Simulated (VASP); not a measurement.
# Os3Au (Fm-3m) in VASP: a series of runs

Os3Au is run at these levels: PBE; tasks: single point.

All numbers are computed with VASP 6.6.1; they aren't measurements. Logs are shortened: lines on timing, memory, paths and dates and some standing lists are left out, and cuts for length are marked.

### Step 1. The cell of the first run

Symmetry: Fm-3m, No. 225, cubic system. Conventional cell: a = 6.274 Å, b = 6.274 Å, c = 6.274 Å, α = 90.00°, β = 90.00°, γ = 90.00°. Within 3.6 Å of Os (site symmetry m-3m) lie 8 Os at 2.72 Å and 6 Au at 3.14 Å. Os (site symmetry -43m) has 10 Os at 2.72 to 3.14 Å and 4 Au at 2.72 Å within 3.6 Å. Within 3.6 Å of Au (site symmetry m-3m) lie 14 Os at 2.72 to 3.14 Å.

The cell was generated, and may not be a known phase.

### Step 2. Single point, PBE

The input, INCAR:

```
SYSTEM = Os3Au
  PREC = Accurate
  ENCUT = 600
  EDIFF = 1E-6
  ISMEAR = 0
  SIGMA = 0.2
  LREAL = .False.
  LASPH = .True.
  NELM = 120
  ALGO = Normal
  ISIF = 2
  LWAVE = .False.
  LCHARG = .False.
  GGA = PE
  NBANDS = 26
  GGA_COMPAT = .False.
```

The input, KPOINTS:

```
Automatic mesh
0
Gamma
  5 5 5
  0 0 0
```

The input, POSCAR:

```
Os3Au
1.0
    0.0000000000      3.1367950748      3.1367950748
    3.1367950748      0.0000000000      3.1367950748
    3.1367950748      3.1367950748      0.0000000000
Os Au
3 1
Direct
    0.5000000000      0.5000000000      0.5000000000
    0.2500000000      0.2500000000      0.2500000000
    0.7500000000      0.7500000000      0.7500000000
    0.0000000000      0.0000000000      0.0000000000
```

Potentials or basis: VASP PAW PBE potentials, release 64 (Os, Au).

Command:

```bash
$ cat potpaw_PBE.64/Os/POTCAR potpaw_PBE.64/Au/POTCAR > POTCAR
$ mpirun -np 1 vasp_std > vasp.out
```

OUTCAR:

```text
SYSTEM = Os3Au
   PREC = Accurate
   ENCUT = 600
   EDIFF = 1E-6
   ISMEAR = 0
   LREAL = .False.
   LASPH = .True.
   NELM = 120
   ISIF = 2
   GGA = PE

 ion  position               nearest neighbor table
   1  0.500  0.500  0.500-   2 2.72   2 2.72   2 2.72   2 2.72   3 2.72   3 2.72   3 2.72   3 2.72
                             4 3.14   4 3.14   4 3.14   4 3.14   4 3.14   4 3.14
   2  0.250  0.250  0.250-   4 2.72   4 2.72   4 2.72   1 2.72   4 2.72   1 2.72   1 2.72   1 2.72
                             3 3.14   3 3.14   3 3.14   3 3.14   3 3.14   3 3.14
   3  0.750  0.750  0.750-   1 2.72   1 2.72   1 2.72   1 2.72   4 2.72   4 2.72   4 2.72   4 2.72
                             2 3.14   2 3.14   2 3.14   2 3.14   2 3.14   2 3.14
   4  0.000  0.000  0.000-   3 2.72   3 2.72   3 2.72   2 2.72   3 2.72   2 2.72   2 2.72   2 2.72
                             1 3.14   1 3.14   1 3.14   1 3.14   1 3.14   1 3.14

  LATTYP: Found a face centered cubic cell.
 ALAT       =     6.2735901496

  Lattice vectors:

 A1 = (   0.0000000000,   3.1367950748,   3.1367950748)
 A2 = (   3.1367950748,   0.0000000000,   3.1367950748)
 A3 = (   3.1367950748,   3.1367950748,   0.0000000000)

Analysis of symmetry for initial positions (statically):
=====================================================================
 Subroutine PRICEL returns:
 Original cell was already a primitive cell.

 Routine SETGRP: Setting up the symmetry group for a
 face centered cubic supercell.

 Subroutine GETGRP returns: Found 48 space group operations
 (whereof 48 operations were pure point group operations)
 out of a pool of 48 trial point group operations.

The static configuration has the point symmetry O_h .

Analysis of symmetry for dynamics (positions and initial velocities):
=====================================================================
 Subroutine PRICEL returns:
 Original cell was already a primitive cell.

 Routine SETGRP: Setting up the symmetry group for a
 face centered cubic supercell.

 Subroutine GETGRP returns: Found 48 space group operations
 (whereof 48 operations were pure point group operations)
 out of a pool of 48 trial point group operations.

The dynamic configuration has the point symmetry O_h .

 Subroutine INISYM returns: Found 48 space group operations
 (whereof 48 operations are pure point group operations),
 and found     1 'primitive' translations

----------------------------------------------------------------------------------------

[... 75 lines left out ...]
   ISPIN  =      1    spin polarized calculation?
   LNONCOLLINEAR =      F non collinear calculations
   LSORBIT =      F    spin-orbit coupling
   LASPH  =      T    aspherical Exc in radial PAW
   ENCUT  =  600.0 eV  44.10 Ry    6.64 a.u.   8.86  8.86  8.86*2*pi/ulx,y,z
   NELM   =    120;   NELMIN=  2; NELMDL= -5     # of ELM steps
   EDIFF  = 0.1E-05   stopping-criterion for ELM
   LREAL  =      F    real-space projection
[... 7 lines left out ...]
   TEBEG  =    0.0;   TEEND  =   0.0 temperature during run
   PSTRESS=    0.0 pullay stress
   NELECT =      35.0000    total number of electrons
   NUPDOWN=      -1.0000    fix difference up-down
   EMIN   =  10.00;   EMAX   =-10.00  energy-range for DOS
   EFERMI =   0.00;   METHOD = LEGACY
   ISMEAR =     0;   SIGMA  =   0.20  broadening in eV -4-tet -1-fermi 0-gaus
   EFERMI_NEDOS =   21; number of points for ismear=-14 and -15
   IALGO  =     38    algorithm
   IMIX   =      4    mixing-type and parameters
     AMIX     =   0.40;   BMIX     =  1.00
     AMIX_MAG =   1.60;   BMIX_MAG =  1.00
  volume/ion in A,a.u.               =      15.43       104.14
  Fermi-wavevector in a.u.,A,eV,Ry     =   1.354986  2.560552 24.980108  1.835986
  Thomas-Fermi vector in A             =   2.482111
   LORBIT       =      0    0 simple, 1 ext, 2 COOP (PROOUT), +10 PAW based schemes
   GGA     = PE    functional components
   LHFCALC =     F    Hartree Fock is set to
   AEXX    =    0.0000 exact exchange contribution
   IVDW    =     0    specifies the selected vdW correction
   LEPSILON=     F    determine dielectric tensor
   LRPA    =     F    only Hartree local field effects (RPA)
 non-spin polarized calculation
 Gauss-broadening in eV      SIGMA  =   0.20
  energy-cutoff  :      600.00
  volume of cell :       61.73
 maximum number of plane-waves:      2085
   NGX = 17   NGY = 17   NGZ = 17

 number of electron      34.9999998 magnetization

 Free energy of the ion-electron system (eV)
  ---------------------------------------------------
  ext. energy  EPLUGINS =         0.00000000
  ---------------------------------------------------
  free energy    TOTEN  =       -33.10203229 eV

  energy without entropy =      -32.94588491  energy(sigma->0) =      -33.02395860

 E-fermi :   8.8862     XC(G=0): -13.4483

 val. band max:        8.8411555555   @ k =  -0.4000   0.4000   0.2000
 cond. band min:       8.8889519021   @ k =   0.2000   0.2000   0.0000
 fundamental gap:      0.0477963466
 Fermi energy:         8.8862369538

 k-point     1 :       0.0000    0.0000    0.0000
  band No.  band energies     occupation
      1      -1.4692      2.00000
      2       1.9019      2.00000
      3       1.9019      2.00000
      4       3.2781      2.00000
      5       3.2781      2.00000
      6       3.2781      2.00000
[... 279 lines left out ...]
     25      17.8597      0.00000
     26      18.1671      0.00000

------------------------ aborting loop because EDIFF is reached ----------------------------------------

  FORCE on cell =-STRESS in cart. coord.  units (eV):
  Direction    XX          YY          ZZ          XY          YZ          ZX
  --------------------------------------------------------------------------------------
  -------------------------------------------------------------------------------------
  Total        0.0200783      0.0200783      0.0200783     -0.0000000      0.0000000      0.0000000
  in kB        0.5211325      0.5211325      0.5211325     -0.0000000      0.0000000      0.0000000
  external PRESSURE =       0.5211325 kB  Pullay stress =       0.0000000 kB

 VOLUME and BASIS-vectors are now :
 -----------------------------------------------------------------------------
  energy-cutoff  :      600.00
  volume of cell :       61.73
      direct lattice vectors                 reciprocal lattice vectors
     0.000000000  3.136795075  3.136795075    -0.159398363  0.159398363  0.159398363
     3.136795075  0.000000000  3.136795075     0.159398363 -0.159398363  0.159398363
     3.136795075  3.136795075  0.000000000     0.159398363  0.159398363 -0.159398363

 POSITION                                       TOTAL-FORCE (eV/Angst)
 -----------------------------------------------------------------------------------
      3.13680      3.13680      3.13680        -0.000000     -0.000000     -0.000000
      1.56840      1.56840      1.56840        -0.000000      0.000000     -0.000000
      4.70519      4.70519      4.70519         0.000000     -0.000000      0.000000
      0.00000      0.00000      0.00000        -0.000000     -0.000000     -0.000000
 -----------------------------------------------------------------------------------
    total drift:                               -0.000000      0.000000      0.000000

  FREE ENERGIE OF THE ION-ELECTRON SYSTEM (eV)
  ---------------------------------------------------
  free  energy   TOTEN  =       -33.1020322894 eV

  energy  without entropy=      -32.9458849125  energy(sigma->0) =      -33.02395860
```

stdout:

```text
POSCAR found type information on POSCAR OsAu
 POSCAR found :  2 types and       4 ions
 scaLAPACK will be used
 LDA part: xc-table for (Slater+PW92), standard interpolation
 POSCAR, INCAR and KPOINTS ok, starting setup
 FFT: planning ... GRIDC
 FFT: planning ... GRID_SOFT
 FFT: planning ... GRID
 WAVECAR not read
 entering main loop
```

It took 26 s on 1 thread of Intel Xeon 8259CL, shared host; peak memory 0.21 GiB.

What came out:

```yaml
Free_energy: -33.1020 eV
Pressure: 0.1 GPa
Band_gap_on_the_k_mesh: zero (an odd number of electrons rules out a gap without spin polarisation)
```

Caveat: spin-orbit coupling is left out, which moves the levels of the heavy elements.

### Step 3. Single point, PBE

The input, INCAR:

```
SYSTEM = Os3Au
PREC = Accurate
ENCUT = 600
EDIFF = 1E-6
ISMEAR = 0
SIGMA = 0.2
LREAL = .FALSE.
LASPH = .TRUE.
NELM = 120
ALGO = Normal
ISIF = 2
LWAVE = .FALSE.
LCHARG = .FALSE.
GGA = PE
NBANDS = 26
GGA_COMPAT = .FALSE.
```

The input, KPOINTS:

```
Automatic mesh
0
G
  5 5 5
  0 0 0
```

The input, POSCAR:

```
Os3Au
1.0
    0.0000000000      3.1377345176      3.1377345176
    3.1377345176      0.0000000000      3.1377345176
    3.1377345176      3.1377345176      0.0000000000
Os Au
3 1
Direct
    0.2500000000      0.2500000000      0.2500000000
    0.7500000000      0.7500000000      0.7500000000
    0.0000000000      0.0000000000      0.0000000000
    0.5000000000      0.5000000000      0.5000000000
```

Potentials or basis: VASP PAW PBE potentials, release 64 (Os, Au).

Command:

```bash
$ cat potpaw_PBE.64/Os/POTCAR potpaw_PBE.64/Au/POTCAR > POTCAR
$ mpirun -np 1 vasp_std > vasp.out
```

Wall time 29 s (1 thread of Intel Xeon 8259CL, shared host); peak memory 0.21 GiB.

Results (log left out):

```yaml
Free_energy: -33.1020 eV
Pressure: -0.2 GPa
Band_gap_on_the_k_mesh: zero (an odd number of electrons rules out a gap without spin polarisation)
```

Levels at points of the mesh, in eV from the Fermi level:
```
           k point  band 15  band 16  band 17  band 18  band 19  band 20
(0.00, 0.00, 0.00)     0.32     0.32     0.89     0.89     1.46     1.46
```

Caveat: spin-orbit coupling is left out, which moves the levels of the heavy elements.

The gap in the log of VASP goes by the Fermi energy; the results here count the filled bands.